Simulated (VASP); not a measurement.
# InSe (Pm-3m) in VASP: notebook

Runs on InSe. Level: PBE. Tasks: single point, relaxation of cell and atoms.

Everything below comes from runs of VASP 6.6.1. Logs are shortened: lines on timing, memory, paths and dates and some standing lists are left out, and cuts for length are marked.

## 1. The cell of the first run

It takes space group Pm-3m (No. 221, cubic). Conventional cell: a = 3.631 Å, b = 3.631 Å, c = 3.631 Å, α = 90.00°, β = 90.00°, γ = 90.00°. Within 4.1 Å of In (site symmetry m-3m) lie 8 Se at 3.14 Å and 6 In at 3.63 Å. Within 4.1 Å of Se (site symmetry m-3m) lie 8 In at 3.14 Å and 6 Se at 3.63 Å.

## 2. Single point, PBE

The input, INCAR:

```
  PREC = Accurate
  ENCUT = 520
  EDIFF = 1E-7
  ISMEAR = 0
  SIGMA = 0.1
  LREAL = F
  LASPH = T
  NELM = 60
  ALGO = Normal
  ISIF = 2
  LWAVE = F
  LCHARG = F
  GGA = PE
  NBANDS = 16
```

The input, KPOINTS:

```
Automatic mesh
0
Gamma
  16 16 16
```

The input, POSCAR:

```
InSe
1.0
    3.6305625259      0.0000000000      0.0000000000
    0.0000000000      3.6305625259      0.0000000000
    0.0000000000      0.0000000000      3.6305625259
In Se
1 1
Direct
    0.0000000000      0.0000000000      0.0000000000
    0.5000000000      0.5000000000      0.5000000000
```

Potentials or basis: VASP PAW PBE potentials, release 64 (In_d, Se).

Run with:

```sh
> cat potpaw_PBE.64/In_d/POTCAR potpaw_PBE.64/Se/POTCAR > POTCAR
> mpirun -np 1 vasp_std > vasp.out
```

OUTCAR:

```text
PREC = Accurate
   ENCUT = 520
   EDIFF = 1E-7
   ISMEAR = 0
   LREAL = F
   LASPH = T
   NELM = 60
   ISIF = 2
   GGA = PE

 ion  position               nearest neighbor table
   1  0.000  0.000  0.000-   2 3.14   2 3.14   2 3.14   2 3.14   2 3.14   2 3.14   2 3.14   2 3.14

   2  0.500  0.500  0.500-   1 3.14   1 3.14   1 3.14   1 3.14   1 3.14   1 3.14   1 3.14   1 3.14

  LATTYP: Found a simple cubic cell.
 ALAT       =     3.6305625259

  Lattice vectors:

 A1 = (   3.6305625259,   0.0000000000,   0.0000000000)
 A2 = (   0.0000000000,   3.6305625259,   0.0000000000)
 A3 = (   0.0000000000,   0.0000000000,   3.6305625259)

Analysis of symmetry for initial positions (statically):
=====================================================================
 Subroutine PRICEL returns:
 Original cell was already a primitive cell.

 Routine SETGRP: Setting up the symmetry group for a
 simple cubic supercell.

 Subroutine GETGRP returns: Found 48 space group operations
 (whereof 48 operations were pure point group operations)
 out of a pool of 48 trial point group operations.

The static configuration has the point symmetry O_h .

Analysis of symmetry for dynamics (positions and initial velocities):
=====================================================================
 Subroutine PRICEL returns:
 Original cell was already a primitive cell.

 Routine SETGRP: Setting up the symmetry group for a
 simple cubic supercell.

 Subroutine GETGRP returns: Found 48 space group operations
 (whereof 48 operations were pure point group operations)
 out of a pool of 48 trial point group operations.

The dynamic configuration has the point symmetry O_h .

 Subroutine INISYM returns: Found 48 space group operations
 (whereof 48 operations are pure point group operations),
 and found     1 'primitive' translations

----------------------------------------------------------------------------------------

                                     Primitive cell

  volume of cell :      47.8544

  direct lattice vectors                    reciprocal lattice vectors
     3.630562526  0.000000000  0.000000000     0.275439410  0.000000000  0.000000000
     0.000000000  3.630562526  0.000000000     0.000000000  0.275439410  0.000000000
     0.000000000  0.000000000  3.630562526     0.000000000  0.000000000  0.275439410

  length of vectors
     3.630562526  3.630562526  3.630562526     0.275439410  0.275439410  0.275439410

  position of ions in fractional coordinates (direct lattice)
     0.000000000  0.000000000  0.000000000
     0.500000000  0.500000000  0.500000000

  ion indices of the primitive-cell ions
   primitive index   ion index
                 1           1
                 2           2

----------------------------------------------------------------------------------------

 KPOINTS: Automatic mesh

Automatic generation of k-mesh.
 Grid dimensions read from file:
 generate k-points for:   16   16   16

 Generating k-lattice:

  Cartesian coordinates                     Fractional coordinates (reciprocal lattice)
     0.017214963  0.000000000  0.000000000     0.062500000  0.000000000  0.000000000
     0.000000000  0.017214963  0.000000000     0.000000000  0.062500000  0.000000000
     0.000000000  0.000000000  0.017214963     0.000000000  0.000000000  0.062500000

  Length of vectors
     0.017214963  0.017214963  0.017214963

  Shift w.r.t. Gamma in fractional coordinates (k-lattice)
     0.000000000  0.000000000  0.000000000

 Subroutine IBZKPT returns following result:
 ===========================================

 Found    165 irreducible k-points:

 Following reciprocal coordinates:
            Coordinates               Weight
  0.000000  0.000000  0.000000      1.000000
  0.062500  0.000000  0.000000      6.000000
  0.125000  0.000000  0.000000      6.000000
  0.187500  0.000000  0.000000      6.000000
  0.250000  0.000000  0.000000      6.000000
  0.312500  0.000000  0.000000      6.000000
[... 16 lines left out ...]
  0.437500  0.125000  0.000000     24.000000
  0.500000  0.125000  0.000000     12.000000
 [... further k-points ...]
   k-points           NKPTS =    165   k-points in BZ     NKDIM =    165   number of bands    NBANDS=     16
   number of dos      NEDOS =    301   number of ions     NIONS =      2
   total plane-waves  NPLWV =  21952
   dimension x,y,z NGX =    28 NGY =   28 NGZ =   28
   dimension x,y,z NGXF=    56 NGYF=   56 NGZF=   56
   ions per type =               1   1
   NGX,Y,Z   is equivalent  to a cutoff of  12.82, 12.82, 12.82 a.u.
   NGXF,Y,Z  is equivalent  to a cutoff of  25.64, 25.64, 25.64 a.u.
 SYSTEM =  unknown system
   PREC   = accura    normal or accurate (medium, high low for compatibility)
   ISTART =      0    job   : 0-new  1-cont  2-samecut
   ICHARG =      2    charge: 1-file 2-atom 10-const
   ISPIN  =      1    spin polarized calculation?
   LNONCOLLINEAR =      F non collinear calculations
   LSORBIT =      F    spin-orbit coupling
   LASPH  =      T    aspherical Exc in radial PAW
   ENCUT  =  520.0 eV  38.22 Ry    6.18 a.u.   6.75  6.75  6.75*2*pi/ulx,y,z
   NELM   =     60;   NELMIN=  2; NELMDL= -5     # of ELM steps
   EDIFF  = 0.1E-06   stopping-criterion for ELM
   LREAL  =      F    real-space projection
   EDIFFG = 0.1E-05   stopping-criterion for IOM
   NSW    =      0    number of steps for IOM
   IBRION =     -1    ionic relax: 0-MD 1-quasi-New 2-CG
   NFREE  =      0    steps in history (QN), initial steepest desc. (CG)
   ISIF   =      2    stress and relaxation
   ISYM   =      2    0-nonsym 1-usesym 2-fastsym
   POTIM  = 0.5000    time-step for ionic-motion
   TEBEG  =    0.0;   TEEND  =   0.0 temperature during run
   PSTRESS=    0.0 pullay stress
   NELECT =      19.0000    total number of electrons
   NUPDOWN=      -1.0000    fix difference up-down
   EMIN   =  10.00;   EMAX   =-10.00  energy-range for DOS
   EFERMI =   0.00;   METHOD = LEGACY
   ISMEAR =     0;   SIGMA  =   0.10  broadening in eV -4-tet -1-fermi 0-gaus
   EFERMI_NEDOS =   21; number of points for ismear=-14 and -15
   IALGO  =     38    algorithm
   IMIX   =      4    mixing-type and parameters
     AMIX     =   0.40;   BMIX     =  1.00
     AMIX_MAG =   1.60;   BMIX_MAG =  1.00
  volume/ion in A,a.u.               =      23.93       161.47
  Fermi-wavevector in a.u.,A,eV,Ry     =   1.203240  2.273793 19.698318  1.447785
  Thomas-Fermi vector in A             =   2.338999
   LORBIT       =      0    0 simple, 1 ext, 2 COOP (PROOUT), +10 PAW based schemes
   GGA     = PE    functional components
   LHFCALC =     F    Hartree Fock is set to
   AEXX    =    0.0000 exact exchange contribution
   IVDW    =     0    specifies the selected vdW correction
   LEPSILON=     F    determine dielectric tensor
   LRPA    =     F    only Hartree local field effects (RPA)
 non-spin polarized calculation
 Gauss-broadening in eV      SIGMA  =   0.10
  energy-cutoff  :      520.00
  volume of cell :       47.85
 maximum number of plane-waves:      1328
 NGX is ok and might be reduce to    28
   NGX = 13   NGY = 13   NGZ = 13

 number of electron      18.9999993 magnetization

 Free energy of the ion-electron system (eV)
  ---------------------------------------------------
  ext. energy  EPLUGINS =         0.00000000
  ---------------------------------------------------
  free energy    TOTEN  =        -6.44728143 eV

  energy without entropy =       -6.44294808  energy(sigma->0) =       -6.44511475

 E-fermi :   5.8580     XC(G=0): -10.2040

 val. band max:        5.8543995898   @ k =   0.5000   0.3750   0.0000
 cond. band min:       5.8658499591   @ k =   0.3125   0.3125   0.1250
 fundamental gap:      0.0114503694
 Fermi energy:         5.8579647638

 k-point     1 :       0.0000    0.0000    0.0000
  band No.  band energies     occupation
      1      -8.4967      2.00000
      2      -8.4967      2.00000
      3      -8.3215      2.00000
      4      -8.3215      2.00000
      5      -8.3215      2.00000
      6      -7.6111      2.00000
[... 8 lines left out ...]
     15      14.2009      0.00000
     16      19.4128      0.00000

 k-point     2 :       0.0625    0.0000    0.0000
  band No.  band energies     occupation
      1      -8.4963      2.00000
      2      -8.4915      2.00000
      3      -8.3238      2.00000
      4      -8.3238      2.00000
      5      -8.3212      2.00000
      6      -7.5848      2.00000
[... 8 lines left out ...]
     15      14.0549      0.00000
     16      19.2697      0.00000

 k-point     3 :       0.1250    0.0000    0.0000
  band No.  band energies     occupation
      1      -8.4951      2.00000
      2      -8.4765      2.00000
      3      -8.3305      2.00000
      4      -8.3305      2.00000
      5      -8.3206      2.00000
      6      -7.5075      2.00000
[... 8 lines left out ...]
     15      13.8167      0.00000
     16      19.1183      0.00000

 k-point     4 :       0.1875    0.0000    0.0000
  band No.  band energies     occupation
      1      -8.4932      2.00000
      2      -8.4543      2.00000
      3      -8.3405      2.00000
      4      -8.3405      2.00000
      5      -8.3197      2.00000
      6      -7.3854      2.00000
[... 8 lines left out ...]
     15      14.1094      0.00000
     16      18.0731      0.00000
[... 324 lines left out ...]
 k-point    22 :       0.3750    0.1250    0.0000
  band No.  band energies     occupation
      1      -8.4724      2.00000
      2      -8.4160      2.00000
      3      -8.3718      2.00000
      4      -8.3708      2.00000
      5      -8.3245      2.00000
      6      -6.7722      2.00000
[... 8 lines left out ...]
     15      16.4686      0.00000
     16      18.0425      0.00000

 k-point    23 :       0.4375    0.1250    0.0000
  band No.  band energies     occupation
      1      -8.4711      2.00000
      2      -8.4250      2.00000
      3      -8.3781      2.00000
      4      -8.3560      2.00000
      5      -8.3237      2.00000
      6      -6.6558      2.00000
[... 8 lines left out ...]
     15      16.1126      0.00000
     16      18.2777      0.00000

 k-point    24 :       0.5000    0.1250    0.0000
  band No.  band energies     occupation
      1      -8.4706      2.00000
      2      -8.4281      2.00000
      3      -8.3804      2.00000
      4      -8.3507      2.00000
      5      -8.3235      2.00000
      6      -6.6130      2.00000
[... 8 lines left out ...]
     15      15.9719      0.00000
     16      18.3922      0.00000

 [... further k-points ...]
[... 5 lines left out ...]
  --------------------------------------------------------------------------------------
  -------------------------------------------------------------------------------------
  Total        0.0189978      0.0189978      0.0189978     -0.0000000     -0.0000000      0.0000000
  in kB        0.6360500      0.6360500      0.6360500     -0.0000000     -0.0000000      0.0000000
  external PRESSURE =       0.6360500 kB  Pullay stress =       0.0000000 kB

 VOLUME and BASIS-vectors are now :
 -----------------------------------------------------------------------------
  energy-cutoff  :      520.00
  volume of cell :       47.85
      direct lattice vectors                 reciprocal lattice vectors
     3.630562526  0.000000000  0.000000000     0.275439410  0.000000000  0.000000000
     0.000000000  3.630562526  0.000000000     0.000000000  0.275439410  0.000000000
     0.000000000  0.000000000  3.630562526     0.000000000  0.000000000  0.275439410

 POSITION                                       TOTAL-FORCE (eV/Angst)
 -----------------------------------------------------------------------------------
      0.00000      0.00000      0.00000         0.000000      0.000000      0.000000
      1.81528      1.81528      1.81528         0.000000      0.000000      0.000000
 -----------------------------------------------------------------------------------
    total drift:                               -0.000000      0.000000     -0.000000

  FREE ENERGIE OF THE ION-ELECTRON SYSTEM (eV)
  ---------------------------------------------------
  free  energy   TOTEN  =        -6.4472814287 eV

  energy  without entropy=       -6.4429480774  energy(sigma->0) =       -6.44511475
```

Wall time 63 s (1 thread of Intel Xeon 6975P-C (Granite Rapids), shared host); peak memory 0.26 GiB.

What came out:

- Free energy: -6.4473 eV
- Pressure: 0.1 GPa
- Band gap on the k mesh: zero (an odd number of electrons rules out a gap without spin polarisation)

Caveat: spin-orbit coupling is left out, which moves the levels of the heavy elements.

## 3. Relaxation of cell and atoms, PBE

The input, INCAR:

```
ALGO = Normal ; EDIFF = 1E-6
EDIFFG = -0.01 ; ENCUT = 600
GGA = PE ; IBRION = 2
ISIF = 3 ; ISMEAR = 0
LASPH = T ; LCHARG = F
LREAL = F ; LWAVE = F
NELM = 100 ; NSW = 100
PREC = Accurate ; SIGMA = 0.1
```

The input, KPOINTS:

```
k-points
0
Gamma
  16 16 16
```

POSCAR is that of step 2.

Potentials or basis: VASP PAW PBE potentials, release 64 (In_d, Se).

Run with:

```sh
> cat potpaw_PBE.64/In_d/POTCAR potpaw_PBE.64/Se/POTCAR > POTCAR
> mpirun -np 1 vasp_std > vasp.out
```

Run time: 98 s. Hardware: 1 thread of Intel Xeon 6975P-C (Granite Rapids), shared host; peak memory 0.29 GiB.

The run converged. Its results:

| Quantity | Value |
| --- | --- |
| Free energy | -6.4473 eV |
| Relaxed volume | 23.97 Å³/atom |
| Relaxed cell | a = 3.633 Å, b = 3.633 Å, c = 3.633 Å, α = 90.00°, β = 90.00°, γ = 90.00° |
| Space group after relaxing (to 0.1 Å) | Pm-3m (No. 221) |
| Energy gained by relaxing | 0.0 meV/atom |
| Ionic steps | 2 |
| Pressure after relaxing | 0.0 GPa |
| Band gap on the k mesh | zero (an odd number of electrons rules out a gap without spin polarisation) |

Final structure:
```
CELL_PARAMETERS angstrom
3.63278 0.00000 0.00000
0.00000 3.63278 0.00000
0.00000 0.00000 3.63278
ATOMIC_POSITIONS crystal
In 0.00000 0.00000 0.00000
Se 0.50000 0.50000 0.50000
```

Levels at points of the mesh, in eV from the Fermi level:
```csv
k point,band 8,band 9,band 10,band 11,band 12,band 13
"(0.00, 0.00, 0.00)",-1.39,-1.39,-1.39,5.29,5.29,8.33
"(0.50, 0.00, 0.00)",-0.27,-0.27,1.43,2.11,5.05,5.05
"(0.50, 0.50, 0.00)",-4.48,-3.50,0.05,5.64,5.64,7.29
"(0.50, 0.50, 0.50)",-2.63,-2.63,-1.25,0.38,0.38,0.38
```

Caveat: spin-orbit coupling is left out, which moves the levels of the heavy elements.
